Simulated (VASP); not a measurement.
# FeO (C2/m) in VASP: notebook

FeO is run at these levels: PBE+U; tasks: single point.

Everything below comes from runs of VASP 6.6.1. Logs are shortened: lines on timing, memory, paths and dates and some standing lists are left out, and cuts for length are marked.

### Step 1. The cell of the first run

It takes space group C2/m (No. 12, monoclinic). Conventional cell: a = 5.223 Å, b = 3.248 Å, c = 3.240 Å, α = 90.00°, β = 127.40°, γ = 90.00°. Fe (site symmetry 2/m) has 6 O at 2.07 to 2.29 Å within 2.7 Å. Within 2.7 Å of O (site symmetry 2/m) lie 6 Fe at 2.07 to 2.29 Å.

### Step 2. Single point, PBE+U, collinear spin, antiferromagnetic start

File POSCAR:

```
FeO
1.0
    2.6529231604     -1.6241342783      0.0247482073
    2.6529231604      1.6241342783      0.0247482073
   -1.3147081794      0.0000000000      5.0547240432
Fe O
2 2
Direct
    0.5000000000      0.5000000000      0.5000000000
    0.0000000000      0.0000000000      0.0000000000
    0.7500000000      0.7500000000      0.2500000000
    0.2500000000      0.2500000000      0.7500000000
```

File INCAR.step1:

```
PREC = Accurate ; ENCUT = 520
EDIFF = 1E-6 ; ISMEAR = 0
SIGMA = 0.02 ; LREAL = False
LASPH = True ; NELM = 200
ALGO = Normal ; ISIF = 2
LWAVE = False ; LCHARG = True
ISPIN = 2 ; MAGMOM = -3.74 3.74 0 0
LMAXMIX = 4 ; LDAU = True
LDAUTYPE = 2 ; LDAUL = 2 -1
LDAUU = 5.3 0 ; LDAUJ = 0 0
LDAUPRINT = 1 ; GGA = PE
NBANDS = 34 ; GGA_COMPAT = False
NEDOS = 2001 ; LORBIT = 11
```

File KPOINTS.step1:

```
regular mesh
0
Gamma
  10 10 6
```

File INCAR.step2:

```
PREC = Accurate ; ENCUT = 520
EDIFF = 1E-6 ; ISMEAR = -5
SIGMA = 0.02 ; LREAL = False
LASPH = True ; NELM = 200
ALGO = Normal ; ISIF = 2
LWAVE = False ; LCHARG = False
ISPIN = 2 ; MAGMOM = -3.74 3.74 0 0
LORBIT = 11 ; LMAXMIX = 4
LDAU = True ; LDAUTYPE = 2
LDAUL = 2 -1 ; LDAUU = 5.3 0
LDAUJ = 0 0 ; LDAUPRINT = 1
GGA = PE ; NEDOS = 1001
ICHARG = 11 ; GGA_COMPAT = False
```

File KPOINTS.step2:

```
regular mesh
0
Gamma
  15 15 9
```

Potentials or basis: VASP PAW PBE potentials, release 64 (Fe_sv, O).

Started as:

```sh
> cat potpaw_PBE.64/Fe_sv/POTCAR potpaw_PBE.64/O/POTCAR > POTCAR
> cp INCAR.step1 INCAR
> cp KPOINTS.step1 KPOINTS
> mpirun -np 1 vasp_std > vasp.out
> cp INCAR.step2 INCAR
> cp KPOINTS.step2 KPOINTS
> mpirun -np 1 vasp_std > vasp.out
```

OUTCAR:

```text
PREC = Accurate
   ENCUT = 520
   EDIFF = 1E-6
   ISMEAR = -5
   LREAL = False
   LASPH = True
   NELM = 200
   ISIF = 2
   ISPIN = 2
   LORBIT = 11
   GGA = PE
   ICHARG = 11

 ion  position               nearest neighbor table
   1  0.500  0.500  0.500-   3 2.07   4 2.07
   2  0.000  0.000  0.000-   3 2.07   4 2.07
   3  0.750  0.750  0.250-   1 2.07   2 2.07
   4  0.250  0.250  0.750-   1 2.07   2 2.07

  LATTYP: Found a base centered monoclinic cell.
 ALAT       =     5.3060771833
 B/A-ratio  =     0.6121789119
 C/A-ratio  =     0.9843243168
 COS(beta)  =    -0.2426810879

  Lattice vectors:

 A1 = (   2.6529231604,  -1.6241342783,   0.0247482073)
 A2 = (   2.6529231604,   1.6241342783,   0.0247482073)
 A3 = (  -1.3147081794,   0.0000000000,   5.0547240432)

Analysis of symmetry for initial positions (statically):
=====================================================================
 Subroutine PRICEL returns following result:

  LATTYP: Found a base centered monoclinic cell.
 ALAT       =     5.2229007984
 B/A-ratio  =     0.6219280591
 C/A-ratio  =     0.6202847204
 COS(beta)  =    -0.6073453951
[... 12 lines left out ...]
 Subroutine GETGRP returns: Found  4 space group operations
 (whereof  4 operations were pure point group operations)
 out of a pool of  4 trial point group operations.

The static configuration has the point symmetry C_2h.

Analysis of symmetry for dynamics (positions and initial velocities):
=====================================================================
 Subroutine PRICEL returns following result:

  LATTYP: Found a base centered monoclinic cell.
 ALAT       =     5.2229007984
 B/A-ratio  =     0.6219280591
 C/A-ratio  =     0.6202847204
 COS(beta)  =    -0.6073453951
[... 12 lines left out ...]
 Subroutine GETGRP returns: Found  4 space group operations
 (whereof  4 operations were pure point group operations)
 out of a pool of  4 trial point group operations.

The dynamic configuration has the point symmetry C_2h.

Analysis of structural, dynamic, and magnetic symmetry:
=====================================================================
 Subroutine PRICEL returns following result:

  LATTYP: Found a base centered monoclinic cell.
 ALAT       =     5.2229007984
 B/A-ratio  =     0.6219280591
 C/A-ratio  =     0.6202847204
 COS(beta)  =    -0.6073453951
[... 12 lines left out ...]
 Subroutine GETGRP returns: Found  4 space group operations
 (whereof  4 operations were pure point group operations)
 out of a pool of  4 trial point group operations.

The overall configuration has the point symmetry C_2h.

 Subroutine INISYM returns: Found  4 space group operations
 (whereof  4 operations are pure point group operations),
 and found     2 'primitive' translations

----------------------------------------------------------------------------------------

                                     Primitive cell

  volume of cell :      21.8322

  direct lattice vectors                    reciprocal lattice vectors
     0.657354090 -1.624134278 -2.527362022     0.189856224 -0.307856319 -0.148454092
     0.657354090  1.624134278 -2.527362022     0.189856224  0.307856319 -0.148454092
     1.995569071  0.000000000  2.552110229     0.376030317  0.000000000  0.097803585

  length of vectors
     3.075302480  3.075302480  3.239685561     0.390972526  0.390972526  0.388541298

  position of ions in fractional coordinates (direct lattice)
     1.000000000  1.000000000  1.000000000
     0.500000000  0.500000000  0.500000000

  ion indices of the primitive-cell ions
   primitive index   ion index
                 1           1
                 2           3

[... 86 lines left out ...]
   EMIN   =  10.00;   EMAX   =-10.00  energy-range for DOS
   EFERMI =   0.00;   METHOD = LEGACY
   ISMEAR =    -5;   SIGMA  =   0.02  broadening in eV -4-tet -1-fermi 0-gaus
   EFERMI_NEDOS =   21; number of points for ismear=-14 and -15
   IALGO  =     38    algorithm
   IMIX   =      4    mixing-type and parameters
     AMIX     =   0.40;   BMIX     =  1.00
     AMIX_MAG =   1.60;   BMIX_MAG =  1.00
  volume/ion in A,a.u.               =      10.92        73.67
  Fermi-wavevector in a.u.,A,eV,Ry     =   1.641283  3.101576 36.651522  2.693811
  Thomas-Fermi vector in A             =   2.731780
   LORBIT       =     11    0 simple, 1 ext, 2 COOP (PROOUT), +10 PAW based schemes
 LDA+U is selected, type is set to LDAUTYPE =  2
   angular momentum for each species LDAUL =     2   -1
   U (eV)           for each species LDAUU =   5.3  0.0
   J (eV)           for each species LDAUJ =   0.0  0.0
   GGA     = PE    functional components
   LHFCALC =     F    Hartree Fock is set to
   AEXX    =    0.0000 exact exchange contribution
   IVDW    =     0    specifies the selected vdW correction
   LEPSILON=     F    determine dielectric tensor
   LRPA    =     F    only Hartree local field effects (RPA)
 spin polarized calculation
 Fermi weights with tetrahedron method with Bloechl corrections
  energy-cutoff  :      520.00
  volume of cell :       43.66
 maximum number of plane-waves:      1190

atom =   1  type =  1  l = 2

 onsite density matrix

spin component  1

  0.0293  0.0106  0.0000  0.0000  0.0000
  0.0106  0.0297 -0.0000  0.0000  0.0000
  0.0000 -0.0000  0.3610  0.2414  0.3403
  0.0000  0.0000  0.2414  0.2351  0.2130
  0.0000  0.0000  0.3403  0.2130  0.3724

spin component  2

  0.9112  0.0086 -0.0000  0.0000  0.0000
  0.0086  0.9155 -0.0000 -0.0000 -0.0000
 -0.0000 -0.0000  0.8995 -0.0045 -0.0037
  0.0000 -0.0000 -0.0045  0.9210 -0.0152
  0.0000 -0.0000 -0.0037 -0.0152  0.9084

 occupancies and eigenvectors

  o =  0.0186  v = -0.0000  0.0000  0.7717 -0.3194 -0.5499  0.0000  0.0000  0.0000  0.0000  0.0000      0.0000  0.0000  0.0000  0.0000  0.0000  0.0000  0.0000  0.0000  0.0000  0.0000
  o =  0.0189  v =  0.7151 -0.6990  0.0000 -0.0000 -0.0000  0.0000  0.0000  0.0000  0.0000  0.0000      0.0000  0.0000  0.0000  0.0000  0.0000  0.0000  0.0000  0.0000  0.0000  0.0000
  o =  0.0401  v = -0.6990 -0.7151 -0.0000  0.0000  0.0000  0.0000  0.0000  0.0000  0.0000  0.0000      0.0000  0.0000  0.0000  0.0000  0.0000  0.0000  0.0000  0.0000  0.0000  0.0000
  o =  0.0802  v = -0.0000  0.0000  0.0480 -0.8330  0.5513  0.0000  0.0000  0.0000  0.0000  0.0000      0.0000  0.0000  0.0000  0.0000  0.0000  0.0000  0.0000  0.0000  0.0000  0.0000
  o =  0.8696  v =  0.0000  0.0000  0.6341  0.4518  0.6275  0.0000  0.0000  0.0000  0.0000  0.0000      0.0000  0.0000  0.0000  0.0000  0.0000  0.0000  0.0000  0.0000  0.0000  0.0000
  o =  0.8932  v =  0.0000  0.0000  0.0000  0.0000  0.0000  0.0000 -0.0000 -0.6694 -0.4371 -0.6008      0.0000  0.0000  0.0000  0.0000  0.0000  0.0000  0.0000  0.0000  0.0000  0.0000
  o =  0.9045  v =  0.0000  0.0000  0.0000  0.0000  0.0000  0.0000  0.0000  0.7409 -0.3328 -0.5833      0.0000  0.0000  0.0000  0.0000  0.0000  0.0000  0.0000  0.0000  0.0000  0.0000
  o =  0.9045  v =  0.0000  0.0000  0.0000  0.0000  0.0000 -0.7875  0.6163 -0.0000  0.0000  0.0000      0.0000  0.0000  0.0000  0.0000  0.0000  0.0000  0.0000  0.0000  0.0000  0.0000
  o =  0.9222  v =  0.0000  0.0000  0.0000  0.0000  0.0000 -0.6163 -0.7875  0.0000 -0.0000 -0.0000      0.0000  0.0000  0.0000  0.0000  0.0000  0.0000  0.0000  0.0000  0.0000  0.0000
  o =  0.9312  v =  0.0000  0.0000  0.0000  0.0000  0.0000  0.0000 -0.0000  0.0550 -0.8356  0.5466      0.0000  0.0000  0.0000  0.0000  0.0000  0.0000  0.0000  0.0000  0.0000  0.0000

atom =   2  type =  1  l = 2

 onsite density matrix

spin component  1

  0.9112  0.0086 -0.0000 -0.0000 -0.0000
  0.0086  0.9155 -0.0000  0.0000  0.0000
 -0.0000 -0.0000  0.8995 -0.0045 -0.0037
 -0.0000  0.0000 -0.0045  0.9210 -0.0152
 -0.0000  0.0000 -0.0037 -0.0152  0.9084

spin component  2

  0.0293  0.0106  0.0000  0.0000 -0.0000
  0.0106  0.0297 -0.0000 -0.0000 -0.0000
  0.0000 -0.0000  0.3610  0.2414  0.3403
  0.0000 -0.0000  0.2414  0.2351  0.2130
 -0.0000 -0.0000  0.3403  0.2130  0.3724

 occupancies and eigenvectors

  o =  0.0186  v =  0.0000  0.0000  0.0000  0.0000  0.0000 -0.0000  0.0000  0.7717 -0.3194 -0.5499      0.0000  0.0000  0.0000  0.0000  0.0000  0.0000  0.0000  0.0000  0.0000  0.0000
  o =  0.0189  v =  0.0000  0.0000  0.0000  0.0000  0.0000  0.7151 -0.6990  0.0000 -0.0000 -0.0000      0.0000  0.0000  0.0000  0.0000  0.0000  0.0000  0.0000  0.0000  0.0000  0.0000
  o =  0.0401  v =  0.0000  0.0000  0.0000  0.0000  0.0000 -0.6990 -0.7151  0.0000  0.0000 -0.0000      0.0000  0.0000  0.0000  0.0000  0.0000  0.0000  0.0000  0.0000  0.0000  0.0000
  o =  0.0802  v =  0.0000  0.0000  0.0000  0.0000  0.0000 -0.0000 -0.0000  0.0480 -0.8330  0.5513      0.0000  0.0000  0.0000  0.0000  0.0000  0.0000  0.0000  0.0000  0.0000  0.0000
  o =  0.8696  v =  0.0000  0.0000  0.0000  0.0000  0.0000  0.0000 -0.0000  0.6341  0.4518  0.6275      0.0000  0.0000  0.0000  0.0000  0.0000  0.0000  0.0000  0.0000  0.0000  0.0000
  o =  0.8932  v =  0.0000 -0.0000 -0.6694 -0.4371 -0.6008  0.0000  0.0000  0.0000  0.0000  0.0000      0.0000  0.0000  0.0000  0.0000  0.0000  0.0000  0.0000  0.0000  0.0000  0.0000
  o =  0.9045  v =  0.0000 -0.0000 -0.7409  0.3328  0.5833  0.0000  0.0000  0.0000  0.0000  0.0000      0.0000  0.0000  0.0000  0.0000  0.0000  0.0000  0.0000  0.0000  0.0000  0.0000
  o =  0.9045  v = -0.7875  0.6163 -0.0000 -0.0000 -0.0000  0.0000  0.0000  0.0000  0.0000  0.0000      0.0000  0.0000  0.0000  0.0000  0.0000  0.0000  0.0000  0.0000  0.0000  0.0000
  o =  0.9222  v = -0.6163 -0.7875  0.0000  0.0000  0.0000  0.0000  0.0000  0.0000  0.0000  0.0000      0.0000  0.0000  0.0000  0.0000  0.0000  0.0000  0.0000  0.0000  0.0000  0.0000
  o =  0.9312  v =  0.0000  0.0000  0.0550 -0.8356  0.5466  0.0000  0.0000  0.0000  0.0000  0.0000      0.0000  0.0000  0.0000  0.0000  0.0000  0.0000  0.0000  0.0000  0.0000  0.0000

 number of electron      43.9999987 magnetization       0.0000000

 Free energy of the ion-electron system (eV)
  ---------------------------------------------------
  ext. energy  EPLUGINS =         0.00000000
  ---------------------------------------------------
  free energy    TOTEN  =       -25.37114476 eV

  energy without entropy =      -25.37114476  energy(sigma->0) =      -25.37114476

 E-fermi :   7.4831     XC(G=0): -11.9199

 val. band max:        7.4628698156   @ k =  -0.2000   0.2000   0.4444
 cond. band min:       8.8101027465   @ k =   0.0000   0.0000   0.0000
 fundamental gap:      1.3472329309
 Fermi energy:         7.4830737361

 spin component 1

 k-point     1 :       0.0000    0.0000    0.0000
  band No.  band energies     occupation
      1     -80.9050      1.00000
      2     -76.6317      1.00000
      3     -48.0105      1.00000
      4     -46.4279      1.00000
      5     -46.3965      1.00000
      6     -43.1128      1.00000
[... 1385 lines left out ...]
     25      11.4841      0.00000
     26      11.9037      0.00000

 [... further k-points ...]
[... 5 lines left out ...]
  --------------------------------------------------------------------------------------
  -------------------------------------------------------------------------------------
  Total       -1.3020117     -1.2160222     -1.3396654      0.0000000      0.0000000      0.1055208
  in kB      -47.7748065    -44.6195885    -49.1564363      0.0000000      0.0000000      3.8718834
  external PRESSURE =     -47.1836105 kB  Pullay stress =       0.0000000 kB

 VOLUME and BASIS-vectors are now :
 -----------------------------------------------------------------------------
  energy-cutoff  :      520.00
  volume of cell :       43.66
      direct lattice vectors                 reciprocal lattice vectors
     2.652923160 -1.624134278  0.024748207     0.188015158 -0.307856319  0.048901793
     2.652923160  1.624134278  0.024748207     0.188015158  0.307856319  0.048901793
    -1.314708179  0.000000000  5.054724043    -0.001841065  0.000000000  0.197355885

 POSITION                                       TOTAL-FORCE (eV/Angst)
 -----------------------------------------------------------------------------------
      1.99557      0.00000      2.55211        -0.000000     -0.000000     -0.000000
      0.00000      0.00000      0.00000        -0.000000      0.000000      0.000000
      3.65071      0.00000      1.30080         0.000000      0.000000     -0.000000
      0.34043      0.00000      3.80342         0.000000      0.000000     -0.000000
 -----------------------------------------------------------------------------------
    total drift:                                0.000000      0.000000     -0.000000

  FREE ENERGIE OF THE ION-ELECTRON SYSTEM (eV)
  ---------------------------------------------------
  free  energy   TOTEN  =       -25.3711447559 eV

  energy  without entropy=      -25.3711447559  energy(sigma->0) =      -25.37114476

 total charge

# of ion       s       p       d       tot
------------------------------------------
    1        2.099   5.987   5.559  13.645
    2        2.099   5.987   5.559  13.645
    3        1.553   3.445   0.000   4.998
    4        1.553   3.445   0.000   4.998
--------------------------------------------------
tot          7.305  18.865  11.118  37.287

 magnetization (x)

# of ion       s       p       d       tot
------------------------------------------
    1       -0.011  -0.009  -3.517  -3.536
    2        0.011   0.009   3.517   3.536
    3        0.000   0.000   0.000   0.000
    4        0.000   0.000   0.000   0.000
--------------------------------------------------
tot          0.000   0.000   0.000   0.000
```

Run time: 33 min. Hardware: 1 thread of Intel Xeon Platinum 8488C (Sapphire Rapids), shared host; peak memory 0.84 GiB.

Results:

```yaml
Net_moment: 0.00 μB per cell
Site_moments: Fe -3.54, +3.54; O +0.00 μB
Valence_electrons_inside_the_program's_atomic_spheres: Fe 13.64; O 5.00
```

Levels at points of the mesh, in eV from the valence-band top:
Spin up:
| k point | band 20 | band 21 | band 22 | band 23 | band 24 | band 25 |
| --- | --- | --- | --- | --- | --- | --- |
| (0.00, 0.00, 0.00) | -1.67 | -1.52 | -0.30 | 1.35 | 3.70 | 3.74 |
Spin down:
```tsv
k point	band 20	band 21	band 22	band 23	band 24	band 25
(0.00, 0.00, 0.00)	-1.67	-1.52	-0.30	1.35	3.70	3.74
```

Eigenvalues of the final occupation matrices:
```
    site  spin  trace               eigenvalues
site 1 d     1   1.03  0.02 0.02 0.04 0.08 0.87
site 1 d     2   4.56  0.89 0.90 0.90 0.92 0.93
site 2 d     1   4.56  0.89 0.90 0.90 0.92 0.93
site 2 d     2   1.03  0.02 0.02 0.04 0.08 0.87
```

The state reached can hang on the start; a lower one may exist.

### Step 3. Single point, PBE+U, collinear spin, antiferromagnetic start

File INCAR:

```
SYSTEM = FeO
ALGO     = Normal         ! electronic algorithm
EDIFF    = 1E-7           ! SCF threshold, eV
ENCUT    = 520            ! plane-wave cutoff, eV
GGA      = PE             ! functional
ISIF     = 2              ! what is computed and relaxed
ISMEAR   = 0              ! smearing method
ISPIN    = 2              ! spin polarisation
LASPH    = .TRUE.         ! aspherical terms in the spheres
LCHARG   = .TRUE.         ! write CHGCAR
LDAU     = .TRUE.         ! DFT+U
LDAUJ    = 0 0          
LDAUL    = 2 -1           ! shell
LDAUPRINT= 1            
LDAUTYPE = 2            
LDAUU    = 5.3 0          ! U, eV
LELF     = .TRUE.         ! ELF
LMAXMIX  = 4              ! l up to which the mixer works
LORBIT   = 11             ! projections on sites
LREAL    = .FALSE.        ! projectors in reciprocal space
LVHAR    = .TRUE.       
LWAVE    = .FALSE.        ! write WAVECAR
MAGMOM   = -3.74 3.74 0 0 ! initial moments
NBANDS   = 26             ! bands
NELM     = 150            ! most SCF steps
PREC     = Accurate       ! precision mode
SIGMA    = 0.02           ! smearing width, eV
```

File KPOINTS:

```
k-points
0
G
  10 10 6
  0 0 0
```

POSCAR is that of step 2.

Potentials or basis: VASP PAW PBE potentials, release 64 (Fe, O).

Started as:

```sh
> cat potpaw_PBE.64/Fe/POTCAR potpaw_PBE.64/O/POTCAR > POTCAR
> mpirun -np 1 vasp_std > vasp.out
```

Wall time 23 min (1 thread of Intel Xeon 8259CL, shared host); peak memory 0.39 GiB.

It converged, with:

- Free energy: -26.7479 eV
- Pressure: -4.1 GPa
- Band gap on the k mesh: 2.14 eV
- Net moment: 0.00 μB per cell
- Site moments: Fe -3.76, +3.76; O +0.00 μB
- Valence electrons inside the program's atomic spheres: Fe 6.71; O 5.00

Stress tensor (GPa, compression positive):
```
-4.59  0.00  0.28
 0.00 -3.91  0.00
 0.28  0.00 -3.88
```

Levels at points of the mesh, in eV from the valence-band top:
Spin up:
| k point | band 10 | band 11 | band 12 | band 13 | band 14 | band 15 | band 16 | band 17 | band 18 | band 19 |
| --- | --- | --- | --- | --- | --- | --- | --- | --- | --- | --- |
| (0.00, 0.00, 0.00) | -1.24 | -1.04 | -1.02 | -0.87 | -0.25 | 2.14 | 4.35 | 4.39 | 5.07 | 5.82 |
| (0.50, 0.00, 0.00) | -2.33 | -2.15 | -1.13 | -0.55 | -0.13 | 3.67 | 4.96 | 5.16 | 5.78 | 7.68 |
| (0.50, 0.50, 0.00) | -2.43 | -2.41 | -1.26 | -0.65 | -0.29 | 5.03 | 5.11 | 5.21 | 6.13 | 6.19 |
| (0.00, 0.00, 0.50) | -2.22 | -1.71 | -0.43 | -0.24 | -0.19 | 3.83 | 4.36 | 4.45 | 4.65 | 5.72 |
| (0.50, 0.00, 0.50) | -2.31 | -1.79 | -0.93 | -0.71 | -0.02 | 3.70 | 5.08 | 5.23 | 5.96 | 6.11 |
| (0.50, 0.50, 0.50) | -2.61 | -2.33 | -0.99 | -0.80 | -0.73 | 4.59 | 5.10 | 5.10 | 6.09 | 7.91 |
Spin down:
```
           k point  band 11  band 12  band 13  band 14  band 15  band 16  band 17  band 18
(0.00, 0.00, 0.00)    -1.04    -1.02    -0.87    -0.25     2.14     4.35     4.39     5.07
(0.50, 0.00, 0.00)    -2.15    -1.13    -0.55    -0.13     3.67     4.96     5.16     5.78
(0.50, 0.50, 0.00)    -2.41    -1.26    -0.65    -0.29     5.03     5.11     5.21     6.13
(0.00, 0.00, 0.50)    -1.71    -0.43    -0.24    -0.19     3.83     4.36     4.45     4.65
(0.50, 0.00, 0.50)    -1.79    -0.93    -0.71    -0.02     3.70     5.08     5.23     5.96
(0.50, 0.50, 0.50)    -2.33    -0.99    -0.80    -0.73     4.59     5.10     5.10     6.09
```

Eigenvalues of the final occupation matrices:
| site | spin | trace | eigenvalues |
| --- | --- | --- | --- |
| site 1 d | 1 | 1.20 | 0.03 0.03 0.06 0.13 0.96 |
| site 1 d | 2 | 4.93 | 0.97 0.97 0.97 1.00 1.02 |
| site 2 d | 1 | 4.93 | 0.97 0.97 0.97 1.00 1.02 |
| site 2 d | 2 | 1.20 | 0.03 0.03 0.06 0.13 0.96 |

Caveat: the cell stands under tension. The state reached can hang on the start; a lower one may exist.
